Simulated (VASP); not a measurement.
CuSi16 (a cell with a defect): relaxation of the atoms with PBEsol

The system is CuSi16 (a cell with a defect).

```xyz
17
Lattice="0.0000 5.4300 5.4300 5.4300 0.0000 5.4300 5.4300 5.4300 0.0000" Properties=species:S:1:pos:R:3 pbc="T T T"
Si    0.0000    0.0000    0.0000
Si    1.3575    1.3575    1.3575
Si    2.7150    2.7150    0.0000
Si    4.0725    4.0725    1.3575
Si    2.7150    0.0000    2.7150
Si    4.0725    1.3575    4.0725
Si    5.4300    2.7150    2.7150
Si    6.7875    4.0725    4.0725
Si    0.0000    2.7150    2.7150
Si    1.3575    4.0725    4.0725
Si    2.7150    5.4300    2.7150
Si    4.0725    6.7875    4.0725
Si    2.7150    2.7150    5.4300
Si    4.0725    4.0725    6.7875
Si    5.4300    5.4300    5.4300
Si    6.7875    6.7875    6.7875
Cu    3.3988    6.0957    6.1191
```

```json
{
 "Program": "VASP 6.6.1",
 "Task": "relaxation of the atoms",
 "Functional": "PBEsol",
 "Potentials or basis": "VASP PAW PBE potentials, release 64 (Si, Cu)",
 "Cutoff": "520 eV",
 "k mesh": "2 × 2 × 2",
 "Occupations": "gaussian, width 0.05 eV",
 "Spin": "no spin polarisation",
 "Dipole correction": "no",
 "Charge": "1",
 "Further INCAR settings": "LREAL = Auto; ALGO = Normal; EDIFF = 1e-07; IBRION = 2; EDIFFG = -0.03; NSW = 80; NELECT = 74.0"
}
```

The energy gained by relaxing is 32.9 meV/atom. The ionic steps are 16 and the largest force after relaxing is 0.022 eV/Å.

Forces in eV/Å, atoms in the order of the input:
```
Si   0.005  0.001  0.004
Si  -0.007  0.007 -0.006
Si  -0.001  0.005 -0.003
Si  -0.003 -0.009 -0.002
Si  -0.002  0.005  0.005
Si   0.001 -0.001 -0.005
Si   0.009  0.012  0.008
Si   0.002 -0.001  0.003
Si   0.000 -0.003  0.001
Si  -0.010 -0.008 -0.010
Si   0.004  0.002  0.007
Si  -0.003  0.006 -0.006
Si  -0.001  0.002  0.000
Si  -0.001 -0.007 -0.003
Si   0.005  0.007 -0.004
Si  -0.006 -0.002  0.000
Cu   0.006 -0.016  0.013
```

The path:
| step | energy change (eV) | largest force (eV/Å) | pressure (GPa) |
| --- | --- | --- | --- |
| 1 | 0.0000 | 1.7249 | -0.87 |
| 2 | -0.3927 | 0.5281 | -1.73 |
| 3 | -0.3928 | 0.5262 | -1.73 |
| 4 | -0.4316 | 0.3380 | -1.77 |
| 5 | -0.4412 | 0.3318 | -1.79 |
| 6 | -0.4614 | 0.1775 | -1.85 |
| 7 | -0.4711 | 0.2736 | -1.90 |
| 8 | -0.4863 | 0.2543 | -1.94 |
| 9 | -0.5221 | 0.1913 | -2.09 |
| 10 | -0.5440 | 0.3035 | -2.43 |
| 11 | -0.5553 | 0.1803 | -2.58 |
| 12 | -0.5568 | 0.1144 | -2.66 |
| 13 | -0.5589 | 0.0612 | -2.62 |
| 14 | -0.5595 | 0.0397 | -2.60 |
| 15 | -0.5595 | 0.0404 | -2.60 |
| 16 | -0.5597 | 0.0215 | -2.59 |

Final structure:
```
Si Cu
1.0
     0.00000    5.43000    5.43000
     5.43000    0.00000    5.43000
     5.43000    5.43000    0.00000
Si Cu
16 1
Direct
  0.01079 0.99887 0.99879
  0.14269 0.11868 0.11804
  0.00677 0.98230 0.50666
  0.12625 0.11425 0.62620
  0.00649 0.50702 0.98202
  0.12622 0.62629 0.11398
  0.98717 0.48738 0.48711
  0.11128 0.61150 0.61118
  0.51352 0.01383 0.01349
  0.63765 0.13789 0.13758
  0.49882 0.99888 0.51072
  0.61814 0.11858 0.64266
  0.49879 0.51101 0.99877
  0.61839 0.64294 0.11821
  0.48210 0.50705 0.50642
  0.61404 0.62630 0.62619
  0.81268 0.31234 0.31278
```

Levels at points of the mesh, in eV from the Fermi level:
| k point | band 35 | band 36 | band 37 | band 38 | band 39 | band 40 |
| --- | --- | --- | --- | --- | --- | --- |
| (0.00, 0.00, 0.00) | -0.53 | -0.18 | -0.04 | 0.06 | 0.06 | 0.48 |
| (0.50, 0.00, 0.00) | -0.98 | -0.89 | -0.71 | 0.60 | 0.96 | 1.03 |
| (0.00, 0.50, 0.00) | -0.98 | -0.89 | -0.71 | 0.60 | 0.96 | 1.03 |
| (0.00, 0.00, 0.50) | -0.98 | -0.89 | -0.71 | 0.60 | 0.96 | 1.03 |
| (0.50, 0.50, 0.50) | -0.90 | -0.51 | -0.51 | 0.52 | 0.88 | 1.39 |
| (0.50, 0.50, 0.00) | -1.46 | -1.44 | -1.15 | 0.66 | 0.76 | 1.81 |
| (0.00, 0.50, 0.50) | -1.46 | -1.44 | -1.15 | 0.66 | 0.76 | 1.81 |
| (0.50, 0.00, 0.50) | -1.46 | -1.44 | -1.15 | 0.66 | 0.76 | 1.81 |

Wall time 65 min on 1 thread of Oxide Virtual Turin-like Processor, on a shared host, peak memory 0.53 GiB.

Caveat: the k points lie up to 0.50 Å⁻¹ apart; the cell carries a net charge on a neutralising background, which shifts energy and pressure; the cell is charged against a uniform background, so pressure and absolute levels hang on convention; the PAW data sets were made with another functional, which shifts forces and pressure a little.
